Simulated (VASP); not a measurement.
# LiF in VASP: a series of runs

The runs below take LiF through single point, with PBE.

Everything below comes from runs of VASP 6.6.1. Logs are shortened: lines on timing, memory, paths and dates and some standing lists are left out, and cuts for length are marked.

## (1) The cell of the first run

The structure is trigonal, space group R-3m (No. 166). The conventional cell has a = 3.559 Å, b = 3.559 Å, c = 4.439 Å, α = 90.00°, β = 90.00°, γ = 120.00°. Within 2.9 Å of Li (site symmetry -3m) lie 8 F at 2.18 to 2.22 Å and 6 Li at 2.53 Å. F (site symmetry -3m) has 8 Li at 2.18 to 2.22 Å and 6 F at 2.53 Å within 2.9 Å.

## (2) Single point, PBE (strain along [111] +1.9%)

Contents of INCAR:

```
PREC = Accurate
ENCUT = 520
EDIFF = 1E-6
ISMEAR = -1
SIGMA = 0.02
LREAL = False
LASPH = True
NELM = 80
ALGO = Normal
ISIF = 2
LWAVE = False
LCHARG = False
GGA = PE
NBANDS = 12
```

Contents of KPOINTS:

```
regular mesh
0
Gamma
  10 10 10
```

Contents of POSCAR:

```
LiF
1.0
    2.5318592468      0.0156008024      0.0156008024
    0.0156008024      2.5318592468      0.0156008024
    0.0156008024      0.0156008024      2.5318592468
Li F
1 1
Direct
    0.0000000000      0.0000000000      0.0000000000
    0.5000000000      0.5000000000      0.5000000000
```

Potentials or basis: VASP PAW PBE potentials, release 64 (Li_sv, F).

The run is started by

```sh
$ cat potpaw_PBE.64/Li_sv/POTCAR potpaw_PBE.64/F/POTCAR > POTCAR
$ mpirun -np 1 vasp_std > vasp.out
```

OUTCAR:

```text
PREC = Accurate
   ENCUT = 520
   EDIFF = 1E-6
   ISMEAR = -1
   LREAL = False
   LASPH = True
   NELM = 80
   ISIF = 2
   GGA = PE

 ion  position               nearest neighbor table
   1  0.000  0.000  0.000-   2 2.18   2 2.18   2 2.18   2 2.18   2 2.18   2 2.18   2 2.22   2 2.22

   2  0.500  0.500  0.500-   1 2.18   1 2.18   1 2.18   1 2.18   1 2.18   1 2.18   1 2.22   1 2.22

  LATTYP: Found a trigonal (rhomboedric) cell.
 ALAT       =     2.5319553740
 COS(alpha) =     0.0123606229

  Lattice vectors:

 A1 = (   2.5318592468,   0.0156008024,   0.0156008024)
 A2 = (   0.0156008024,   2.5318592468,   0.0156008024)
 A3 = (   0.0156008024,   0.0156008024,   2.5318592468)

Analysis of symmetry for initial positions (statically):
=====================================================================
 Subroutine PRICEL returns:
 Original cell was already a primitive cell.

 Routine SETGRP: Setting up the symmetry group for a
 trigonal (rhombohedral) supercell.

 Subroutine GETGRP returns: Found 12 space group operations
 (whereof 12 operations were pure point group operations)
 out of a pool of 12 trial point group operations.

The static configuration has the point symmetry D_3d.

Analysis of symmetry for dynamics (positions and initial velocities):
=====================================================================
 Subroutine PRICEL returns:
 Original cell was already a primitive cell.

 Routine SETGRP: Setting up the symmetry group for a
 trigonal (rhombohedral) supercell.

 Subroutine GETGRP returns: Found 12 space group operations
 (whereof 12 operations were pure point group operations)
 out of a pool of 12 trial point group operations.

The dynamic configuration has the point symmetry D_3d.

 Subroutine INISYM returns: Found 12 space group operations
 (whereof 12 operations are pure point group operations),
 and found     1 'primitive' translations

----------------------------------------------------------------------------------------

                                     Primitive cell

  volume of cell :      16.2282

  direct lattice vectors                    reciprocal lattice vectors
     2.531859247  0.015600802  0.015600802     0.394996474 -0.002418983 -0.002418983
     0.015600802  2.531859247  0.015600802    -0.002418983  0.394996474 -0.002418983
     0.015600802  0.015600802  2.531859247    -0.002418983 -0.002418983  0.394996474

  length of vectors
     2.531955374  2.531955374  2.531955374     0.395011288  0.395011288  0.395011288

  position of ions in fractional coordinates (direct lattice)
     0.000000000  0.000000000  0.000000000
     0.500000000  0.500000000  0.500000000

  ion indices of the primitive-cell ions
   primitive index   ion index
                 1           1
                 2           2

----------------------------------------------------------------------------------------

 KPOINTS: regular mesh

Automatic generation of k-mesh.
 Grid dimensions read from file:
 generate k-points for:   10   10   10

 Generating k-lattice:

  Cartesian coordinates                     Fractional coordinates (reciprocal lattice)
     0.039499647 -0.000241898 -0.000241898     0.100000000 -0.000000000 -0.000000000
    -0.000241898  0.039499647 -0.000241898    -0.000000000  0.100000000 -0.000000000
    -0.000241898 -0.000241898  0.039499647    -0.000000000 -0.000000000  0.100000000

  Length of vectors
     0.039501129  0.039501129  0.039501129

  Shift w.r.t. Gamma in fractional coordinates (k-lattice)
     0.000000000  0.000000000  0.000000000

 Subroutine IBZKPT returns following result:
 ===========================================

 Found    116 irreducible k-points:

 Following reciprocal coordinates:
            Coordinates               Weight
  0.000000  0.000000  0.000000      1.000000
  0.100000 -0.000000 -0.000000      6.000000
  0.200000 -0.000000 -0.000000      6.000000
  0.300000 -0.000000 -0.000000      6.000000
  0.400000  0.000000  0.000000      6.000000
  0.500000 -0.000000 -0.000000      3.000000
[... 16 lines left out ...]
  0.300000  0.300000 -0.000000      6.000000
  0.400000  0.300000 -0.000000     12.000000
 [... further k-points ...]
   k-points           NKPTS =    116   k-points in BZ     NKDIM =    116   number of bands    NBANDS=     12
   number of dos      NEDOS =    301   number of ions     NIONS =      2
   total plane-waves  NPLWV =   8000
   dimension x,y,z NGX =    20 NGY =   20 NGZ =   20
   dimension x,y,z NGXF=    40 NGYF=   40 NGZF=   40
   ions per type =               1   1
   NGX,Y,Z   is equivalent  to a cutoff of  13.13, 13.13, 13.13 a.u.
   NGXF,Y,Z  is equivalent  to a cutoff of  26.26, 26.26, 26.26 a.u.
 SYSTEM =  unknown system
   PREC   = accura    normal or accurate (medium, high low for compatibility)
   ISTART =      0    job   : 0-new  1-cont  2-samecut
   ICHARG =      2    charge: 1-file 2-atom 10-const
   ISPIN  =      1    spin polarized calculation?
   LNONCOLLINEAR =      F non collinear calculations
   LSORBIT =      F    spin-orbit coupling
   LASPH  =      T    aspherical Exc in radial PAW
   ENCUT  =  520.0 eV  38.22 Ry    6.18 a.u.   4.71  4.71  4.71*2*pi/ulx,y,z
   NELM   =     80;   NELMIN=  2; NELMDL= -5     # of ELM steps
   EDIFF  = 0.1E-05   stopping-criterion for ELM
   LREAL  =      F    real-space projection
   EDIFFG = 0.1E-04   stopping-criterion for IOM
   NSW    =      0    number of steps for IOM
   IBRION =     -1    ionic relax: 0-MD 1-quasi-New 2-CG
   NFREE  =      0    steps in history (QN), initial steepest desc. (CG)
   ISIF   =      2    stress and relaxation
   ISYM   =      2    0-nonsym 1-usesym 2-fastsym
   POTIM  = 0.5000    time-step for ionic-motion
   TEBEG  =    0.0;   TEEND  =   0.0 temperature during run
   PSTRESS=    0.0 pullay stress
   NELECT =      10.0000    total number of electrons
   NUPDOWN=      -1.0000    fix difference up-down
   EMIN   =  10.00;   EMAX   =-10.00  energy-range for DOS
   EFERMI =   0.00;   METHOD = LEGACY
   ISMEAR =    -1;   SIGMA  =   0.02  broadening in eV -4-tet -1-fermi 0-gaus
   EFERMI_NEDOS =   21; number of points for ismear=-14 and -15
   IALGO  =     38    algorithm
   IMIX   =      4    mixing-type and parameters
     AMIX     =   0.40;   BMIX     =  1.00
     AMIX_MAG =   1.60;   BMIX_MAG =  1.00
  volume/ion in A,a.u.               =       8.11        54.76
  Fermi-wavevector in a.u.,A,eV,Ry     =   1.393109  2.632594 26.405535  1.940752
  Thomas-Fermi vector in A             =   2.516787
   LORBIT       =      0    0 simple, 1 ext, 2 COOP (PROOUT), +10 PAW based schemes
   GGA     = PE    functional components
   LHFCALC =     F    Hartree Fock is set to
   AEXX    =    0.0000 exact exchange contribution
   IVDW    =     0    specifies the selected vdW correction
   LEPSILON=     F    determine dielectric tensor
   LRPA    =     F    only Hartree local field effects (RPA)
 non-spin polarized calculation
  energy-cutoff  :      520.00
  volume of cell :       16.23
 maximum number of plane-waves:       452
   NGX =  9   NGY =  9   NGZ =  9

 number of electron      10.0000024 magnetization

 Free energy of the ion-electron system (eV)
  ---------------------------------------------------
  ext. energy  EPLUGINS =         0.00000000
  ---------------------------------------------------
  free energy    TOTEN  =        -9.04538150 eV

  energy without entropy =       -9.04538150  energy(sigma->0) =       -9.04538150

 E-fermi :   0.7197     XC(G=0): -10.0906

 val. band max:        0.3082778677   @ k =   0.5000   0.5000   0.0000
 cond. band min:       8.0975028863   @ k =   0.0000   0.0000   0.0000
 fundamental gap:      7.7892250186
 Fermi energy:         0.7196522967

 k-point     1 :       0.0000    0.0000    0.0000
  band No.  band energies     occupation
      1     -42.5087      2.00000
      2     -20.6217      2.00000
      3      -0.4176      2.00000
      4      -0.4176      2.00000
      5      -0.3409      2.00000
      6       8.0975      0.00000
      7      19.3508      0.00000
      8      19.3508      0.00000
      9      21.4987      0.00000
     10      21.6409      0.00000
     11      21.6409      0.00000
     12      39.0863      0.00000

 k-point     2 :       0.1000   -0.0000   -0.0000
  band No.  band energies     occupation
      1     -42.5037      2.00000
      2     -20.5781      2.00000
      3      -0.7613      2.00000
      4      -0.3794      2.00000
      5      -0.3264      2.00000
      6       8.3375      0.00000
      7      17.9579      0.00000
      8      19.5832      0.00000
      9      21.5081      0.00000
     10      21.5815      0.00000
     11      23.5819      0.00000
     12      37.5552      0.00000

 k-point     3 :       0.2000   -0.0000   -0.0000
  band No.  band energies     occupation
      1     -42.4905      2.00000
      2     -20.4607      2.00000
      3      -1.6244      2.00000
      4      -0.2780      2.00000
      5      -0.2294      2.00000
      6       8.8517      0.00000
      7      16.3948      0.00000
      8      20.2772      0.00000
      9      21.3913      0.00000
     10      21.4135      0.00000
     11      26.9175      0.00000
     12      34.2845      0.00000
[... 286 lines left out ...]
 k-point    23 :       0.3000    0.3000   -0.0000
  band No.  band energies     occupation
      1     -42.4437      2.00000
      2     -19.9683      2.00000
      3      -2.3405      2.00000
      4      -2.2305      2.00000
      5       0.0868      2.00000
      6      11.3444      0.00000
      7      15.0863      0.00000
      8      15.9113      0.00000
      9      22.1358      0.00000
     10      23.9830      0.00000
     11      30.6552      0.00000
     12      31.4068      0.00000

 k-point    24 :       0.4000    0.3000   -0.0000
  band No.  band energies     occupation
      1     -42.4319      2.00000
      2     -19.8286      2.00000
      3      -2.9803      2.00000
      4      -2.1768      2.00000
      5       0.1725      2.00000
      6      12.0375      0.00000
      7      14.4678      0.00000
      8      15.6756      0.00000
      9      22.4975      0.00000
     10      22.9026      0.00000
     11      30.8118      0.00000
     12      31.9611      0.00000

 [... further k-points ...]
[... 5 lines left out ...]
  --------------------------------------------------------------------------------------
  -------------------------------------------------------------------------------------
  Total        0.2013592      0.2013592      0.2013592      0.0385410      0.0385410      0.0385410
  in kB       19.8798262     19.8798262     19.8798262      3.8050800      3.8050800      3.8050800
  external PRESSURE =      19.8798262 kB  Pullay stress =       0.0000000 kB

 VOLUME and BASIS-vectors are now :
 -----------------------------------------------------------------------------
  energy-cutoff  :      520.00
  volume of cell :       16.23
      direct lattice vectors                 reciprocal lattice vectors
     2.531859247  0.015600802  0.015600802     0.394996474 -0.002418983 -0.002418983
     0.015600802  2.531859247  0.015600802    -0.002418983  0.394996474 -0.002418983
     0.015600802  0.015600802  2.531859247    -0.002418983 -0.002418983  0.394996474

 POSITION                                       TOTAL-FORCE (eV/Angst)
 -----------------------------------------------------------------------------------
      0.00000      0.00000      0.00000        -0.000000     -0.000000     -0.000000
      1.28153      1.28153      1.28153         0.000000      0.000000      0.000000
 -----------------------------------------------------------------------------------
    total drift:                                0.000000      0.000000      0.000000

  FREE ENERGIE OF THE ION-ELECTRON SYSTEM (eV)
  ---------------------------------------------------
  free  energy   TOTEN  =        -9.0453814961 eV

  energy  without entropy=       -9.0453814961  energy(sigma->0) =       -9.04538150
```

It took 11 s on 1 thread of AMD EPYC 7R13 (Zen 3), shared host; peak memory 0.1 GiB.

What came out:

| Property | Result |
| --- | --- |
| Free energy | -9.0454 eV |
| Band gap on the k mesh | 7.79 eV, indirect (least direct gap 8.44 eV) |

Caveat: the cell differs from its parent crystal (strain along [111] +1.9%); the cutoff is under 1.25 times the usual one of these potentials, so pressure, stress and relaxed cells hold a basis-set (Pulay) error. A k mesh can miss the band edges.

## (3) Single point, PBE (uniaxial x strain +2.9%)

Contents of INCAR:

```
ALGO = Normal
EDIFF = 1E-6
ENCUT = 520
GGA = PE
ISIF = 2
ISMEAR = -1
LASPH = True
LCHARG = False
LREAL = False
LWAVE = False
NBANDS = 12
NELM = 100
PREC = Accurate
SIGMA = 0.02
```

Contents of KPOINTS:

```
k-points
0
Gamma
  10 10 10
```

Contents of POSCAR:

```
LiF
1.0
    2.5879718101      0.0000000000      0.0000000000
    0.0000000000      2.5162584444      0.0000000000
    0.0000000000      0.0000000000      2.5162584444
Li F
1 1
Direct
    0.0000000000      0.0000000000      0.0000000000
    0.5000000000      0.5000000000      0.5000000000
```

Potentials or basis: VASP PAW PBE potentials, release 64 (Li_sv, F).

The run is started by

```sh
$ cat potpaw_PBE.64/Li_sv/POTCAR potpaw_PBE.64/F/POTCAR > POTCAR
$ mpirun -np 1 vasp_std > vasp.out
```

OUTCAR:

```text
EDIFF = 1E-6
   ENCUT = 520
   GGA = PE
   ISIF = 2
   ISMEAR = -1
   LASPH = True
   LREAL = False
   NELM = 100
   PREC = Accurate

 ion  position               nearest neighbor table
   1  0.000  0.000  0.000-   2 2.20   2 2.20   2 2.20   2 2.20   2 2.20   2 2.20   2 2.20   2 2.20

   2  0.500  0.500  0.500-   1 2.20   1 2.20   1 2.20   1 2.20   1 2.20   1 2.20   1 2.20   1 2.20

  LATTYP: Found a simple tetragonal cell.
 ALAT       =     2.5162584444
 C/A-ratio  =     1.0285000000

  Lattice vectors:

 A1 = (   0.0000000000,   2.5162584444,   0.0000000000)
 A2 = (   0.0000000000,   0.0000000000,   2.5162584444)
 A3 = (   2.5879718101,   0.0000000000,   0.0000000000)

Analysis of symmetry for initial positions (statically):
=====================================================================
 Subroutine PRICEL returns:
 Original cell was already a primitive cell.

 Routine SETGRP: Setting up the symmetry group for a
 simple tetragonal supercell.

 Subroutine GETGRP returns: Found 16 space group operations
 (whereof 16 operations were pure point group operations)
 out of a pool of 16 trial point group operations.

The static configuration has the point symmetry D_4h.

[... 167 lines left out ...]
 k-point     1 :       0.0000    0.0000    0.0000
  band No.  band energies     occupation
      1     -42.5958      2.00000
      2     -20.6474      2.00000
      3      -0.6503      2.00000
      4      -0.3431      2.00000
      5      -0.3431      2.00000
      6       7.9353      0.00000
      7      18.8848      0.00000
      8      19.5789      0.00000
      9      20.8881      0.00000
     10      21.6671      0.00000
     11      21.6671      0.00000
     12      38.6201      0.00000
[... 331 lines left out ...]
 k-point    24 :       0.5000    0.3000    0.0000
  band No.  band energies     occupation
      1     -42.5216      2.00000
      2     -19.8552      2.00000
      3      -3.2384      2.00000
      4      -2.2051      2.00000
      5       0.2075      2.00000
      6      12.3965      0.00000
      7      13.7262      0.00000
      8      15.5263      0.00000
      9      22.4086      0.00000
     10      22.7310      0.00000
     11      30.8114      0.00000
     12      33.3334      0.00000

 [... further k-points ...]
[... 5 lines left out ...]
  --------------------------------------------------------------------------------------
  -------------------------------------------------------------------------------------
  Total       -0.4277961      0.4144075      0.4144075      0.0000000      0.0000000      0.0000000
  in kB      -41.8289860     40.5198828     40.5198828      0.0000000      0.0000000      0.0000000
  external PRESSURE =      13.0702599 kB  Pullay stress =       0.0000000 kB

 VOLUME and BASIS-vectors are now :
 -----------------------------------------------------------------------------
  energy-cutoff  :      520.00
  volume of cell :       16.39
      direct lattice vectors                 reciprocal lattice vectors
     2.587971810  0.000000000  0.000000000     0.386402972  0.000000000  0.000000000
     0.000000000  2.516258444  0.000000000     0.000000000  0.397415457  0.000000000
     0.000000000  0.000000000  2.516258444     0.000000000  0.000000000  0.397415457

 POSITION                                       TOTAL-FORCE (eV/Angst)
 -----------------------------------------------------------------------------------
      0.00000      0.00000      0.00000         0.000000      0.000000      0.000000
      1.29399      1.25813      1.25813         0.000000      0.000000      0.000000
 -----------------------------------------------------------------------------------
    total drift:                                0.000000      0.000000      0.000000

  FREE ENERGIE OF THE ION-ELECTRON SYSTEM (eV)
  ---------------------------------------------------
  free  energy   TOTEN  =        -9.0387833502 eV

  energy  without entropy=       -9.0387833502  energy(sigma->0) =       -9.03878335
```

OSZICAR:

```text
N       E                     dE             d eps       ncg     rms          rms(c)
DAV:   1     0.305064889445E+02    0.30506E+02   -0.53915E+03  3128   0.841E+02
DAV:   2    -0.856493415683E+01   -0.39071E+02   -0.38347E+02  3748   0.185E+02
DAV:   3    -0.957592902645E+01   -0.10110E+01   -0.10095E+01  3920   0.256E+01
DAV:   4    -0.958411166210E+01   -0.81826E-02   -0.81823E-02  3364   0.250E+00
DAV:   5    -0.958420772318E+01   -0.96061E-04   -0.96061E-04  3816   0.209E-01    0.449E+00
DAV:   6    -0.905053879846E+01    0.53367E+00   -0.24717E+00  3132   0.956E+00    0.139E+00
DAV:   7    -0.904192904936E+01    0.86097E-02   -0.17939E-02  4008   0.118E+00    0.846E-01
DAV:   8    -0.903868178225E+01    0.32473E-02   -0.14474E-02  3968   0.127E+00    0.112E-01
DAV:   9    -0.903871072619E+01   -0.28944E-04   -0.59844E-04  3592   0.226E-01    0.477E-02
DAV:  10    -0.903878333298E+01   -0.72607E-04   -0.11191E-04  3304   0.876E-02    0.647E-03
DAV:  11    -0.903878335018E+01   -0.17197E-07   -0.14855E-06  3992   0.106E-02
   1 F= -.90387834E+01 E0= -.90387834E+01  d E =-.382909E-11
```

Run time: 12 s. Hardware: 1 thread of AMD EPYC 7R13 (Zen 3), shared host; peak memory 0.1 GiB.

What came out:

```
Free energy            : -9.0388 eV
Band gap on the k mesh : 7.62 eV, indirect (least direct gap 8.28 eV)
```

Caveat: the cell differs from its parent crystal (uniaxial x strain +2.9%); the cutoff is under 1.25 times the usual one of these potentials, so pressure, stress and relaxed cells hold a basis-set (Pulay) error. A k mesh can miss the band edges.
